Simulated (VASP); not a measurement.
# Al (I4_1/amd) in VASP: notebook

The runs below take Al through single point, with PBE.

Program: VASP 6.6.1. These are calculated values, not measurements. Logs are shortened: lines on timing, memory, paths and dates and some standing lists are left out, and cuts for length are marked.

## 1. The cell of the first run

The structure is tetragonal, space group I4_1/amd (No. 141). The conventional cell has a = 5.222 Å, b = 5.222 Å, c = 2.709 Å, α = 90.00°, β = 90.00°, γ = 90.00°. Within 3.6 Å of Al (site symmetry -4m2) lie 10 Al at 2.70 to 3.31 Å.

## 2. Single point, PBE

Contents of INCAR:

```
ALGO = Normal
EDIFF = 1E-6
ENCUT = 520
GGA = PE
ISIF = 2
ISMEAR = -1
LASPH = T
LCHARG = T
LELF = T
LREAL = F
LVHAR = T
LWAVE = F
NBANDS = 10
NELM = 80
PREC = Accurate
SIGMA = 0.05
```

Contents of KPOINTS:

```
k-points
0
Gamma
  16 16 16
```

Contents of POSCAR:

```
Al
1.0
   -2.6109379517      2.6109379517      1.3544491906
    2.6109379517     -2.6109379517      1.3544491906
    2.6109379517      2.6109379517     -1.3544491906
Al
2
Direct
   -0.3750000000     -0.1250000000     -0.2500000000
    0.3750000000      0.1250000000      0.2500000000
```

Potentials or basis: VASP PAW PBE potentials, release 64 (Al).

Run with:

```
> cat potpaw_PBE.64/Al/POTCAR > POTCAR
> mpirun -np 1 vasp_std > vasp.out
```

OUTCAR:

```text
EDIFF = 1E-6
   ENCUT = 520
   GGA = PE
   ISIF = 2
   ISMEAR = -1
   LASPH = T
   LREAL = F
   NELM = 80
   PREC = Accurate

 ion  position               nearest neighbor table
   1  0.625  0.875  0.750-   2 2.70   2 2.70   2 2.70   2 2.70   2 3.31   2 3.31   2 3.31   2 3.31

   2  0.375  0.125  0.250-   1 2.70   1 2.70   1 2.70   1 2.70   1 3.31   1 3.31   1 3.31   1 3.31

  LATTYP: Found a body centered tetragonal cell.
 ALAT       =     5.2218759034
 C/A-ratio  =     0.5187596242

  Lattice vectors:

 A1 = (  -2.6109379517,   2.6109379517,   1.3544491906)
 A2 = (   2.6109379517,  -2.6109379517,   1.3544491906)
 A3 = (   2.6109379517,   2.6109379517,  -1.3544491906)

Analysis of symmetry for initial positions (statically):
=====================================================================
 Subroutine PRICEL returns:
 Original cell was already a primitive cell.

 Routine SETGRP: Setting up the symmetry group for a
 body centered tetragonal supercell.

 Subroutine GETGRP returns: Found 16 space group operations
 (whereof  4 operations were pure point group operations)
 out of a pool of 16 trial point group operations.

The static configuration has the point symmetry C_2h.
 The point group associated with its full space group is D_4h.

Analysis of symmetry for dynamics (positions and initial velocities):
=====================================================================
 Subroutine PRICEL returns:
 Original cell was already a primitive cell.

 Routine SETGRP: Setting up the symmetry group for a
 body centered tetragonal supercell.

 Subroutine GETGRP returns: Found 16 space group operations
 (whereof  4 operations were pure point group operations)
 out of a pool of 16 trial point group operations.

The dynamic configuration has the point symmetry C_2h.
 The point group associated with its full space group is D_4h.

 Subroutine INISYM returns: Found 16 space group operations
 (whereof  4 operations are pure point group operations),
 and found     1 'primitive' translations

----------------------------------------------------------------------------------------

                                     Primitive cell

  volume of cell :      36.9331

  direct lattice vectors                    reciprocal lattice vectors
    -2.610937952  2.610937952  1.354449191     0.000000000  0.191502061  0.369153752
     2.610937952 -2.610937952  1.354449191     0.191502061  0.000000000  0.369153752
     2.610937952  2.610937952 -1.354449191     0.191502061  0.191502061  0.000000000

  length of vectors
     3.933004778  3.933004778  3.933004778     0.415869609  0.415869609  0.270824812

  position of ions in fractional coordinates (direct lattice)
     0.625000000  0.875000000  0.750000000
     0.375000000  0.125000000  0.250000000

  ion indices of the primitive-cell ions
   primitive index   ion index
                 1           1
                 2           2

----------------------------------------------------------------------------------------

 KPOINTS: k-points

Automatic generation of k-mesh.
 Grid dimensions read from file:
 generate k-points for:   16   16   16

 Generating k-lattice:

  Cartesian coordinates                     Fractional coordinates (reciprocal lattice)
     0.000000000  0.011968879  0.023072109     0.062500000  0.000000000  0.000000000
     0.011968879  0.000000000  0.023072109     0.000000000  0.062500000  0.000000000
     0.011968879  0.011968879  0.000000000     0.000000000  0.000000000  0.062500000

  Length of vectors
     0.025991851  0.025991851  0.016926551

  Shift w.r.t. Gamma in fractional coordinates (k-lattice)
     0.000000000  0.000000000  0.000000000

 Subroutine IBZKPT returns following result:
 ===========================================

 Found    349 irreducible k-points:

 Following reciprocal coordinates:
            Coordinates               Weight
  0.000000  0.000000  0.000000      1.000000
  0.062500  0.000000 -0.000000      8.000000
  0.125000  0.000000 -0.000000      8.000000
  0.187500  0.000000  0.000000      8.000000
  0.250000  0.000000 -0.000000      8.000000
  0.312500  0.000000 -0.000000      8.000000
[... 16 lines left out ...]
 -0.125000  0.062500 -0.000000     16.000000
 -0.062500  0.062500  0.000000      4.000000
 [... further k-points ...]
   k-points           NKPTS =    349   k-points in BZ     NKDIM =    349   number of bands    NBANDS=     10
   number of dos      NEDOS =    301   number of ions     NIONS =      2
   total plane-waves  NPLWV =  27000
   dimension x,y,z NGX =    30 NGY =   30 NGZ =   30
   dimension x,y,z NGXF=    60 NGYF=   60 NGZF=   60
   ions per type =               2
   NGX,Y,Z   is equivalent  to a cutoff of  12.68, 12.68, 12.68 a.u.
   NGXF,Y,Z  is equivalent  to a cutoff of  25.36, 25.36, 25.36 a.u.
 SYSTEM =  unknown system
   PREC   = accura    normal or accurate (medium, high low for compatibility)
   ISTART =      0    job   : 0-new  1-cont  2-samecut
   ICHARG =      2    charge: 1-file 2-atom 10-const
   ISPIN  =      1    spin polarized calculation?
   LNONCOLLINEAR =      F non collinear calculations
   LSORBIT =      F    spin-orbit coupling
   LASPH  =      T    aspherical Exc in radial PAW
   ENCUT  =  520.0 eV  38.22 Ry    6.18 a.u.   7.31  7.31  7.31*2*pi/ulx,y,z
   NELM   =     80;   NELMIN=  2; NELMDL= -5     # of ELM steps
   EDIFF  = 0.1E-05   stopping-criterion for ELM
   LREAL  =      F    real-space projection
   EDIFFG = 0.1E-04   stopping-criterion for IOM
   NSW    =      0    number of steps for IOM
   IBRION =     -1    ionic relax: 0-MD 1-quasi-New 2-CG
   NFREE  =      0    steps in history (QN), initial steepest desc. (CG)
   ISIF   =      2    stress and relaxation
   ISYM   =      2    0-nonsym 1-usesym 2-fastsym
   POTIM  = 0.5000    time-step for ionic-motion
   TEBEG  =    0.0;   TEEND  =   0.0 temperature during run
   PSTRESS=    0.0 pullay stress
   NELECT =       6.0000    total number of electrons
   NUPDOWN=      -1.0000    fix difference up-down
   EMIN   =  10.00;   EMAX   =-10.00  energy-range for DOS
   EFERMI =   0.00;   METHOD = LEGACY
   ISMEAR =    -1;   SIGMA  =   0.05  broadening in eV -4-tet -1-fermi 0-gaus
   EFERMI_NEDOS =   21; number of points for ismear=-14 and -15
   IALGO  =     38    algorithm
   IMIX   =      4    mixing-type and parameters
     AMIX     =   0.40;   BMIX     =  1.00
     AMIX_MAG =   1.60;   BMIX_MAG =  1.00
  volume/ion in A,a.u.               =      18.47       124.62
  Fermi-wavevector in a.u.,A,eV,Ry     =   0.893278  1.688051 10.856709  0.797946
  Thomas-Fermi vector in A             =   2.015335
   LORBIT       =      0    0 simple, 1 ext, 2 COOP (PROOUT), +10 PAW based schemes
   GGA     = PE    functional components
   LHFCALC =     F    Hartree Fock is set to
   AEXX    =    0.0000 exact exchange contribution
   IVDW    =     0    specifies the selected vdW correction
   LEPSILON=     F    determine dielectric tensor
   LRPA    =     F    only Hartree local field effects (RPA)
 non-spin polarized calculation
  energy-cutoff  :      520.00
  volume of cell :       36.93
 maximum number of plane-waves:      1021
 NGX is ok and might be reduce to    30
   NGX = 15   NGY = 15   NGZ = 15

 number of electron       6.0000000 magnetization

 Free energy of the ion-electron system (eV)
  ---------------------------------------------------
  ext. energy  EPLUGINS =         0.00000000
  ---------------------------------------------------
  free energy    TOTEN  =        -6.92692579 eV

  energy without entropy =       -6.91848741  energy(sigma->0) =       -6.92270660

 E-fermi :   6.5792     XC(G=0):  -9.7558

 val. band max:        6.5783827311   @ k =   0.0625   0.0625   0.0625
 cond. band min:       6.5801009447   @ k =   0.3750   0.2500   0.1875
 fundamental gap:      0.0017182136
 Fermi energy:         6.5791527271

 k-point     1 :       0.0000    0.0000    0.0000
  band No.  band energies     occupation
      1      -3.5743      2.00000
      2       6.1523      1.99961
      3       6.1523      1.99961
      4       6.9206      0.00216
      5       8.6924      0.00000
      6      15.0440      0.00000
      7      16.6401      0.00000
      8      16.6401      0.00000
      9      16.9583      0.00000
     10      19.2364      0.00000

 k-point     2 :       0.0625    0.0000   -0.0000
  band No.  band energies     occupation
      1      -3.4746      2.00000
      2       5.8884      2.00000
      3       6.0876      1.99989
      4       7.3542      0.00000
      5       8.9444      0.00000
      6      14.6862      0.00000
      7      16.0699      0.00000
      8      16.6685      0.00000
      9      17.0329      0.00000
     10      18.2936      0.00000

 k-point     3 :       0.1250    0.0000   -0.0000
  band No.  band energies     occupation
      1      -3.1758      2.00000
      2       5.5788      2.00000
      3       5.9742      1.99999
      4       8.1585      0.00000
      5       9.6172      0.00000
      6      13.9225      0.00000
      7      14.5696      0.00000
      8      16.4246      0.00000
      9      16.4341      0.00000
     10      16.8876      0.00000

 k-point     4 :       0.1875    0.0000    0.0000
  band No.  band energies     occupation
      1      -2.6791      2.00000
      2       5.4200      2.00000
      3       5.9286      2.00000
      4       9.0527      0.00000
      5      10.5836      0.00000
      6      12.6138      0.00000
      7      13.0275      0.00000
      8      15.0255      0.00000
      9      15.0386      0.00000
     10      16.1152      0.00000
[... 222 lines left out ...]
 k-point    22 :      -0.1875    0.0625    0.0000
  band No.  band energies     occupation
      1      -3.0498      2.00000
      2       4.6843      2.00000
      3       5.9552      1.99999
      4       8.6585      0.00000
      5      10.4431      0.00000
      6      13.0538      0.00000
      7      14.2229      0.00000
      8      16.1036      0.00000
      9      16.2042      0.00000
     10      17.4379      0.00000

 k-point    23 :      -0.1250    0.0625   -0.0000
  band No.  band energies     occupation
      1      -3.3904      2.00000
      2       4.9764      2.00000
      3       6.1045      1.99985
      4       7.8684      0.00000
      5       9.6143      0.00000
      6      13.8259      0.00000
      7      15.5064      0.00000
      8      16.8322      0.00000
      9      17.7162      0.00000
     10      18.0108      0.00000

 k-point    24 :      -0.0625    0.0625    0.0000
  band No.  band energies     occupation
      1      -3.5322      2.00000
      2       5.4227      2.00000
      3       6.1902      1.99916
      4       7.3878      0.00000
      5       9.0630      0.00000
      6      14.4499      0.00000
      7      15.9391      0.00000
      8      17.2862      0.00000
      9      17.5273      0.00000
     10      19.1393      0.00000

 [... further k-points ...]
[... 5 lines left out ...]
  --------------------------------------------------------------------------------------
  -------------------------------------------------------------------------------------
  Total        0.5977685      0.5977685      0.5946375      0.0000000      0.0000000      0.0000000
  in kB       25.9315106     25.9315106     25.7956853      0.0000000      0.0000000      0.0000000
  external PRESSURE =      25.8862355 kB  Pullay stress =       0.0000000 kB

 VOLUME and BASIS-vectors are now :
 -----------------------------------------------------------------------------
  energy-cutoff  :      520.00
  volume of cell :       36.93
      direct lattice vectors                 reciprocal lattice vectors
    -2.610937952  2.610937952  1.354449191     0.000000000  0.191502061  0.369153752
     2.610937952 -2.610937952  1.354449191     0.191502061  0.000000000  0.369153752
     2.610937952  2.610937952 -1.354449191     0.191502061  0.191502061  0.000000000

 POSITION                                       TOTAL-FORCE (eV/Angst)
 -----------------------------------------------------------------------------------
      2.61094      1.30547      1.01584        -0.000000     -0.000000      0.000000
      0.00000      1.30547      0.33861         0.000000      0.000000     -0.000000
 -----------------------------------------------------------------------------------
    total drift:                                0.000000     -0.000000      0.000000

  FREE ENERGIE OF THE ION-ELECTRON SYSTEM (eV)
  ---------------------------------------------------
  free  energy   TOTEN  =        -6.9269257933 eV

  energy  without entropy=       -6.9184874088  energy(sigma->0) =       -6.92270660
```

Wall time 45 s (1 thread of AMD EPYC 9R45 (Zen 5), shared host); peak memory 0.21 GiB.

What came out:

- Free energy: -6.9269 eV
- Pressure: 2.6 GPa
- Band gap on the k mesh: zero (band 3 reaches 9.11 eV, above the bottom of band 4 at 2.16 eV)

## 3. Single point, PBE

Contents of INCAR:

```
SYSTEM = Al
ALGO = Normal
EDIFF = 1E-7
ENCUT = 520
GGA = PE
ISIF = 2
ISMEAR = -1
LASPH = .True.
LCHARG = .False.
LREAL = .False.
LWAVE = .False.
NBANDS = 10
NELM = 60
PREC = Accurate
SIGMA = 0.05
```

Contents of KPOINTS:

```
k-points
0
Gamma
  16 16 16
  0 0 0
```

Contents of POSCAR:

```
Al
1.0
   -2.6109379516      2.6109379516      1.3544491906
    2.6109379516     -2.6109379516      1.3544491906
    2.6109379516      2.6109379516     -1.3544491906
Al
2
Direct
   -0.3750000000     -0.1250000000     -0.2500000000
    0.3750000000      0.1250000000      0.2500000000
```

Potentials or basis: VASP PAW PBE potentials, release 64 (Al).

Run with:

```
> cat potpaw_PBE.64/Al/POTCAR > POTCAR
> mpirun -np 1 vasp_std > vasp.out
```

It took 48 s on 1 thread of AMD EPYC 9R45 (Zen 5), shared host; peak memory 0.21 GiB.

Results (log left out):

```
Free energy            : -6.9269 eV
Pressure               : 2.6 GPa
Band gap on the k mesh : zero (band 3 reaches 9.11 eV, above the bottom of band 4 at 2.16 eV)
```

Levels at points of the mesh, in eV from the Fermi level:
```
           k point  band 1  band 2  band 3  band 4  band 5  band 6
(0.00, 0.00, 0.00)  -10.15   -0.43   -0.43    0.34    2.11    8.46
(0.50, 0.00, 0.00)   -3.91   -3.91    0.22    0.88    1.40    2.31
(0.50, 0.50, 0.00)   -7.48   -7.48    2.00    2.00    3.72    3.72
(0.50, 0.50, 0.50)   -5.25   -5.25   -4.42   -4.42    8.51    8.51
```
